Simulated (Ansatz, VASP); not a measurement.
# Two plane-wave programs on NaF

The input POSCAR:

```
NaF
1.0
    0.0000000000      2.5312613679      2.5312613679
    2.5312613679      0.0000000000      2.5312613679
    2.5312613679      2.5312613679      0.0000000000
Na F
1 1
Direct
    0.0000000000      0.0000000000      0.0000000000
    0.2500000000      0.2500000000      0.2500000000
```

File INCAR.step1:

```
PREC     = Accurate       # precision mode
ENCUT    = 520            # plane-wave cutoff, eV
EDIFF    = 1E-5           # SCF threshold, eV
ISMEAR   = 0              # smearing method
SIGMA    = 0.01           # smearing width, eV
LREAL    = F              # projectors in reciprocal space
LASPH    = T              # aspherical terms in the spheres
NELM     = 100            # most SCF steps
ALGO     = Normal         # electronic algorithm
ISIF     = 2              # what is computed and relaxed
LWAVE    = T              # write WAVECAR
LCHARG   = F              # write CHGCAR
GGA      = PE             # functional
NBANDS   = 14             # bands
```

Contents of INCAR.step2:

```
PREC     = Accurate       # precision mode
ENCUT    = 520            # plane-wave cutoff, eV
EDIFF    = 1E-6           # SCF threshold, eV
ISMEAR   = 0              # smearing method
SIGMA    = 0.01           # smearing width, eV
LREAL    = F              # projectors in reciprocal space
LASPH    = T              # aspherical terms in the spheres
NELM     = 100            # most SCF steps
ALGO     = Normal         # electronic algorithm
ISIF     = 2              # what is computed and relaxed
LWAVE    = F              # write WAVECAR
LCHARG   = F              # write CHGCAR
GGA      = PE             # functional
LHFCALC  = T              # exact exchange
AEXX     = 0.35           # exact-exchange fraction
HFSCREEN = 0.1            # screening, 1/A
PRECFOCK = Normal       
ISTART   = 1            
NBANDS   = 14             # bands
```

Contents of KPOINTS:

```
Automatic mesh
0
Gamma
  4 4 4
```

Input for Ansatz:

```yaml
crystal:
  lattice:
    - [0.0, 2.5312613679, 2.5312613679]
    - [2.5312613679, 0.0, 2.5312613679]
    - [2.5312613679, 2.5312613679, 0.0]
  atoms:
    - { symbol: Na, position: [0.0, 0.0, 0.0] }
    - { symbol: F, position: [0.25, 0.25, 0.25] }
kpoints:
  mp_grid: { grid: [4, 4, 4] }
hamiltonian:
  xc: { exchange: pbe, correlation: pbe, exx: { coeff: 0.35, omega: 0.1 } }
scf:
  occupations: { method: fixed }
  n_extra_bands: 4
output:
  forces: true
  stress: true
  eigenvalues: true
```

Alike in both runs: task single point; functional PBE-based screened hybrid; k mesh 4 × 4 × 4; no spin polarisation.

```csv
,VASP,Ansatz
version,VASP 6.6.1,Ansatz 0.2.0
potentials or method,"VASP PAW PBE potentials, release 64 (Na_pv, F)",plane waves
plane-wave cutoff (eV),520,420
occupations,"gaussian, width 0.01 eV",fixed
valence electrons in the cell,14,16
```

VASP gave:

| Property | Result |
| --- | --- |
| gap on the k mesh at the Fermi level (eV) | 9.01 |
| pressure (GPa) | 0.4 |

Question: Which values does Ansatz return?

Answer: gap on the k mesh at the Fermi level (eV): 9.04; pressure (GPa): 0.3.

VASP's potentials were made for PBE, not for PBE-based screened hybrid. VASP's potentials hold 14 valence electrons a cell and Ansatz's 16, so a difference there can come from the potentials and not from the codes. Ansatz's warnings: stress exchange threshold loose, stress scf threshold loose.

The k mesh is coarse, so the values compare programs but aren't converged.
